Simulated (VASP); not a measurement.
# Rb (R-3m) in VASP: a series of runs, part 2 of 2

VASP 6.6.1.

## (4) Single point, PBE (biaxial strain in the a-b plane: +3.0 %)

File INCAR:

```
PREC = Accurate
ENCUT = 520
EDIFF = 1E-6
ISMEAR = 0
SIGMA = 0.1
LREAL = F
LASPH = T
NELM = 100
ALGO = Normal
ISIF = 2
LWAVE = F
LCHARG = F
GGA = PE
NBANDS = 50
```

File KPOINTS:

```
regular mesh
0
Gamma
  9 9 1
```

File POSCAR:

```
Rb
1.0
    5.1734418504      0.0000000000      0.0000000000
   -2.5867209252      4.4803320674      0.0000000000
    0.0000000000      0.0000000000     36.8657139115
Rb
9
Direct
    0.0000000000      0.0000000000      0.0000000000
    0.0000000000      0.0000000000      0.7778108300
    0.3333333333      0.6666666667      0.8888558367
    0.6666666667      0.3333333333      0.3333333333
    0.6666666667      0.3333333333      0.1111441633
    0.0000000000      0.0000000000      0.2221891700
    0.3333333333      0.6666666667      0.6666666667
    0.3333333333      0.6666666667      0.4444774966
    0.6666666667      0.3333333333      0.5555225034
```

Potentials or basis: VASP PAW PBE potentials, release 64 (Rb_sv).

Launch:

```console
> cat potpaw_PBE.64/Rb_sv/POTCAR > POTCAR
> mpirun -np 1 vasp_std > vasp.out
```

OUTCAR:

```text
PREC = Accurate
   ENCUT = 520
   EDIFF = 1E-6
   ISMEAR = 0
   LREAL = F
   LASPH = T
   NELM = 100
   ISIF = 2
   GGA = PE

 ion  position               nearest neighbor table
   1  0.000  0.000  0.000-   3 5.07   5 5.07   3 5.07   5 5.07   5 5.07   3 5.07
   2  0.000  0.000  0.778-   3 5.07   3 5.07   3 5.07   7 5.07   7 5.07   7 5.07
   3  0.333  0.667  0.889-   2 5.07   2 5.07   2 5.07   1 5.07   1 5.07   1 5.07
   4  0.667  0.333  0.333-   8 5.07   6 5.07   8 5.07   6 5.07   6 5.07   8 5.07
   5  0.667  0.333  0.111-   6 5.07   6 5.07   6 5.07   1 5.07   1 5.07   1 5.07
   6  0.000  0.000  0.222-   5 5.07   5 5.07   5 5.07   4 5.07   4 5.07   4 5.07
   7  0.333  0.667  0.667-   9 5.07   2 5.07   9 5.07   2 5.07   2 5.07   9 5.07
   8  0.333  0.667  0.444-   9 5.07   9 5.07   9 5.07   4 5.07   4 5.07   4 5.07
   9  0.667  0.333  0.556-   8 5.07   8 5.07   8 5.07   7 5.07   7 5.07   7 5.07

  LATTYP: Found a hexagonal cell.
 ALAT       =     5.1734418504
 C/A-ratio  =     7.1259550175

  Lattice vectors:

 A1 = (   5.1734418504,   0.0000000000,   0.0000000000)
 A2 = (  -2.5867209252,   4.4803320674,   0.0000000000)
 A3 = (   0.0000000000,   0.0000000000,  36.8657139115)

Analysis of symmetry for initial positions (statically):
=====================================================================
 Subroutine PRICEL returns following result:

  LATTYP: Found a trigonal (rhomboedric) cell.
 ALAT       =    12.6463625146
 COS(alpha) =     0.9163245813

  Lattice vectors:

 A1 = (   2.5867209249,  -1.4934440223, -12.2885713026)
 A2 = (  -2.5867209247,  -1.4934440228, -12.2885713063)
 A3 = (  -0.0000000003,   2.9868880451, -12.2885713026)

   3 primitive cells build up your supercell.

 Routine SETGRP: Setting up the symmetry group for a
 hexagonal supercell.

 Subroutine GETGRP returns: Found 12 space group operations
 (whereof 12 operations were pure point group operations)
[... 140 lines left out ...]
   LORBIT       =      0    0 simple, 1 ext, 2 COOP (PROOUT), +10 PAW based schemes
   GGA     = PE    functional components
   LHFCALC =     F    Hartree Fock is set to
   AEXX    =    0.0000 exact exchange contribution
   IVDW    =     0    specifies the selected vdW correction
   LEPSILON=     F    determine dielectric tensor
   LRPA    =     F    only Hartree local field effects (RPA)
 non-spin polarized calculation
 Gauss-broadening in eV      SIGMA  =   0.10
  energy-cutoff  :      520.00
  volume of cell :      854.50
 maximum number of plane-waves:     23093
 NGX is ok and might be reduce to    40
   NGX = 19   NGY = 19   NGZ =137

 number of electron      81.0000000 magnetization

 Free energy of the ion-electron system (eV)
  ---------------------------------------------------
  ext. energy  EPLUGINS =         0.00000000
  ---------------------------------------------------
  free energy    TOTEN  =        -8.43275871 eV

  energy without entropy =       -8.39178909  energy(sigma->0) =       -8.41227390

 E-fermi :  -0.0674     XC(G=0):  -5.3643

 val. band max:       -0.1034723308   @ k =   0.0000   0.0000   0.0000
 cond. band min:      -0.0561485537   @ k =   0.3333   0.2222   0.0000
 fundamental gap:      0.0473237770
 Fermi energy:        -0.0673743049

 k-point     1 :       0.0000    0.0000    0.0000
  band No.  band energies     occupation
      1     -29.0018      2.00000
      2     -29.0014      2.00000
      3     -29.0014      2.00000
      4     -29.0004      2.00000
      5     -29.0004      2.00000
      6     -28.9993      2.00000
[... 625 lines left out ...]
     49       0.9757      0.00000
     50       0.9757      0.00000

------------------------ aborting loop because EDIFF is reached ----------------------------------------

  FORCE on cell =-STRESS in cart. coord.  units (eV):
  Direction    XX          YY          ZZ          XY          YZ          ZX
  --------------------------------------------------------------------------------------
  -------------------------------------------------------------------------------------
  Total       -0.7302815     -0.7302815     -0.0953450      0.0000000      0.0000000     -0.0000000
  in kB       -1.3692680     -1.3692680     -0.1787705      0.0000000      0.0000000     -0.0000000
  external PRESSURE =      -0.9724355 kB  Pullay stress =       0.0000000 kB

 VOLUME and BASIS-vectors are now :
 -----------------------------------------------------------------------------
  energy-cutoff  :      520.00
  volume of cell :      854.50
      direct lattice vectors                 reciprocal lattice vectors
     5.173441850  0.000000000  0.000000000     0.193294914  0.111598871  0.000000000
    -2.586720925  4.480332067  0.000000000     0.000000000  0.223197742  0.000000000
     0.000000000  0.000000000 36.865713912     0.000000000  0.000000000  0.027125475

 POSITION                                       TOTAL-FORCE (eV/Angst)
 -----------------------------------------------------------------------------------
      0.00000      0.00000      0.00000         0.000000     -0.000000      0.000000
      0.00000      0.00000     28.67455         0.000000     -0.000000     -0.000358
     -0.00000      2.98689     32.76830        -0.000000      0.000000      0.000358
      2.58672      1.49344     12.28857        -0.000000      0.000000     -0.000000
      2.58672      1.49344      4.09741         0.000000     -0.000000     -0.000358
      0.00000      0.00000      8.19116        -0.000000      0.000000      0.000358
     -0.00000      2.98689     24.57714         0.000000     -0.000000      0.000000
     -0.00000      2.98689     16.38598         0.000000     -0.000000     -0.000358
      2.58672      1.49344     20.47973        -0.000000      0.000000      0.000358
 -----------------------------------------------------------------------------------
    total drift:                                0.000000     -0.000000      0.000000

  FREE ENERGIE OF THE ION-ELECTRON SYSTEM (eV)
  ---------------------------------------------------
  free  energy   TOTEN  =        -8.4327587145 eV

  energy  without entropy=       -8.3917890868  energy(sigma->0) =       -8.41227390
```

Run time: 9.4 min. Hardware: 1 thread of Intel Xeon Platinum 8259CL at 2.50GHz (Skylake/Cascade Lake), shared host; peak memory 0.99 GiB.

Results:

| Quantity | Value |
| --- | --- |
| Free energy | -8.4328 eV |
| Pressure | -0.1 GPa |

Levels at points of the mesh, in eV from the Fermi level:
```tsv
k point	band 38	band 39	band 40	band 41	band 42	band 43	band 44	band 45
(0.00, 0.00, 0.00)	-1.79	-1.79	-1.39	-1.39	-0.78	-0.77	-0.04	-0.04
```

Caveat: the cell differs from its parent crystal (biaxial strain in the a-b plane: +3.0 %).

## (5) Single point, PBE

This run uses another cell than the first one, of 94.35 Å³/atom, 1.035 times its volume.

File INCAR:

```
PREC     = Accurate       # precision mode
ENCUT    = 520            # plane-wave cutoff, eV
EDIFF    = 1E-6           # SCF threshold, eV
ISMEAR   = 0              # smearing method
SIGMA    = 0.1            # smearing width, eV
LREAL    = F              # projectors in reciprocal space
LASPH    = T              # aspherical terms in the spheres
NELM     = 100            # most SCF steps
ALGO     = Normal         # electronic algorithm
ISIF     = 2              # what is computed and relaxed
LWAVE    = F              # write WAVECAR
LCHARG   = F              # write CHGCAR
GGA      = PE             # functional
NBANDS   = 20             # bands
```

File KPOINTS:

```
Automatic mesh
0
Gamma
  6 6 6
```

File POSCAR:

```
Rb
1.0
    2.5376398721      1.4651070633     12.6889018100
   -2.5376398721      1.4651070633     12.6889018100
    0.0000000000     -2.9302141265     12.6889018100
Rb
3
Direct
    0.0000000000      0.0000000000      0.0000000000
    0.7776223900      0.7776223900      0.7776223900
    0.2223776100      0.2223776100      0.2223776100
```

Potentials or basis: VASP PAW PBE potentials, release 64 (Rb_sv).

Launch:

```console
> cat potpaw_PBE.64/Rb_sv/POTCAR > POTCAR
> mpirun -np 1 vasp_std > vasp.out
```

OUTCAR:

```text
PREC = Accurate
   ENCUT = 520
   EDIFF = 1E-6
   ISMEAR = 0
   LREAL = F
   LASPH = T
   NELM = 100
   ISIF = 2
   GGA = PE

 ion  position               nearest neighbor table
   1  0.000  0.000  0.000-   2 5.14   3 5.14   2 5.14   2 5.14   3 5.14   3 5.14
   2  0.778  0.778  0.778-   1 5.14   1 5.14   1 5.14   3 5.16   3 5.16   3 5.16
   3  0.222  0.222  0.222-   1 5.14   1 5.14   1 5.14   2 5.16   2 5.16   2 5.16

  LATTYP: Found a trigonal (rhomboedric) cell.
 ALAT       =    13.0228408564
 COS(alpha) =     0.9240586160

  Lattice vectors:

 A1 = (   2.5376398721,   1.4651070633,  12.6889018100)
 A2 = (  -2.5376398721,   1.4651070633,  12.6889018100)
 A3 = (   0.0000000000,  -2.9302141265,  12.6889018100)

Analysis of symmetry for initial positions (statically):
=====================================================================
 Subroutine PRICEL returns:
 Original cell was already a primitive cell.

 Routine SETGRP: Setting up the symmetry group for a
 trigonal (rhombohedral) supercell.

 Subroutine GETGRP returns: Found 12 space group operations
[... 161 lines left out ...]
  ---------------------------------------------------
  ext. energy  EPLUGINS =         0.00000000
  ---------------------------------------------------
  free energy    TOTEN  =        -2.79905518 eV

  energy without entropy =       -2.78499750  energy(sigma->0) =       -2.79202634

 E-fermi :  -0.0903     XC(G=0):  -5.3793

 val. band max:       -0.1106098732   @ k =  -0.3333   0.5000   0.1667
 cond. band min:      -0.0838659234   @ k =   0.3333   0.3333   0.1667
 fundamental gap:      0.0267439498
 Fermi energy:        -0.0903270942

 k-point     1 :       0.0000    0.0000    0.0000
  band No.  band energies     occupation
      1     -28.9848      2.00000
      2     -28.9831      2.00000
      3     -28.9812      2.00000
      4     -13.0915      2.00000
      5     -13.0907      2.00000
      6     -13.0389      2.00000
[... 541 lines left out ...]
     19       1.8535      0.00000
     20       2.1922      0.00000

 [... further k-points ...]
[... 5 lines left out ...]
  --------------------------------------------------------------------------------------
  -------------------------------------------------------------------------------------
  Total       -0.0498798     -0.0498798     -0.2874672      0.0000000     -0.0000000      0.0000000
  in kB       -0.2823323     -0.2823323     -1.6271374      0.0000000     -0.0000000      0.0000000
  external PRESSURE =      -0.7306007 kB  Pullay stress =       0.0000000 kB

 VOLUME and BASIS-vectors are now :
 -----------------------------------------------------------------------------
  energy-cutoff  :      520.00
  volume of cell :      283.06
      direct lattice vectors                 reciprocal lattice vectors
     2.537639872  1.465107063 12.688901810     0.197033474  0.113757329  0.026269676
    -2.537639872  1.465107063 12.688901810    -0.197033474  0.113757329  0.026269676
     0.000000000 -2.930214127 12.688901810     0.000000000 -0.227514659  0.026269676

 POSITION                                       TOTAL-FORCE (eV/Angst)
 -----------------------------------------------------------------------------------
      0.00000      0.00000      0.00000         0.000000     -0.000000      0.000000
      0.00000      0.00000     29.60152         0.000000      0.000000      0.002854
      0.00000      0.00000      8.46518         0.000000     -0.000000     -0.002854
 -----------------------------------------------------------------------------------
    total drift:                                0.000000     -0.000000      0.000000

  FREE ENERGIE OF THE ION-ELECTRON SYSTEM (eV)
  ---------------------------------------------------
  free  energy   TOTEN  =        -2.7990551820 eV

  energy  without entropy=       -2.7849975040  energy(sigma->0) =       -2.79202634
```

stdout:

```text
POSCAR found type information on POSCAR Rb
 POSCAR found :  1 types and       3 ions
 scaLAPACK will be used
 LDA part: xc-table for (Slater+PW92), standard interpolation
 POSCAR, INCAR and KPOINTS ok, starting setup
 FFT: planning ... GRIDC
 FFT: planning ... GRID_SOFT
 FFT: planning ... GRID
 WAVECAR not read
 entering main loop
```

It took 18 min on 1 thread of Intel Xeon Platinum 8259CL at 2.50GHz (Skylake/Cascade Lake), shared host; peak memory 1.5 GiB.

Results:

```
Free energy : -2.7991 eV
Pressure    : -0.1 GPa
```

Forces on the atoms (eV/Å):
```
Rb   0.000  0.000  0.000
Rb   0.000  0.000  0.003
Rb   0.000  0.000 -0.003
```

Stress tensor (GPa, compression positive):
```
-0.03  0.00  0.00
 0.00 -0.03  0.00
 0.00  0.00 -0.16
```

## (6) Overview

| cell | k mesh | gap on the mesh (eV) | pressure (GPa) |
| --- | --- | --- | --- |
| a = 12.845 Å, angles 22.5°, 3 atoms | 9 × 9 × 9 | none | 0.0 |
| a = 5.173, b = 5.173, c = 36.866 Å, angles 90.0, 90.0, 120.0°, 9 atoms | 9 × 9 × 1 | none | -0.1 |
| a = 13.023 Å, angles 22.5°, 3 atoms | 6 × 6 × 6 | none | -0.1 |

Alike in all rows: task single point; level PBE; potentials or basis VASP PAW PBE potentials, release 64 (Rb_sv); no spin polarisation; cutoff (eV) 520; smearing gaussian 0.1 eV.

Absolute energies hang on the potentials; compare differences alone.
